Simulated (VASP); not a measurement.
Here is a VASP 6.6.1 calculation.

INCAR

```
SYSTEM = AgBr
PREC = Accurate
ENCUT = 500
EDIFF = 1E-6
ISMEAR = -1
SIGMA = 0.02
LREAL = .False.
LASPH = .True.
NELM = 120
ALGO = Normal
ISIF = 2
LWAVE = .False.
LCHARG = .False.
GGA = PS
NBANDS = 16
GGA_COMPAT = .False.
```

Contents of KPOINTS:

```
Automatic mesh
0
Gamma
  8 8 8
  0 0 0
```

Contents of POSCAR:

```
AgBr
1.0
    0.0000000000      2.8370701364      2.8370701364
    2.8370701364      0.0000000000      2.8370701364
    2.8370701364      2.8370701364      0.0000000000
Ag Br
1 1
Direct
    0.0000000000      0.0000000000      0.0000000000
    0.5000000000      0.5000000000      0.5000000000
```

Potentials or basis: VASP PAW PBE potentials, release 64 (Ag, Br).

Command:

```sh
$ cat potpaw_PBE.64/Ag/POTCAR potpaw_PBE.64/Br/POTCAR > POTCAR
$ mpirun -np 1 vasp_std > vasp.out
```

Q: What does it give for the band gap on the k mesh?

A: 0.50 eV, indirect (least direct gap 2.58 eV).

Q: Predict the pressure.

A: 0.0 GPa.

Caveat: the PAW data sets were made with another functional, which shifts forces and pressure a little. A hybrid or GW would open this gap; PBEsol tends to underestimate it.
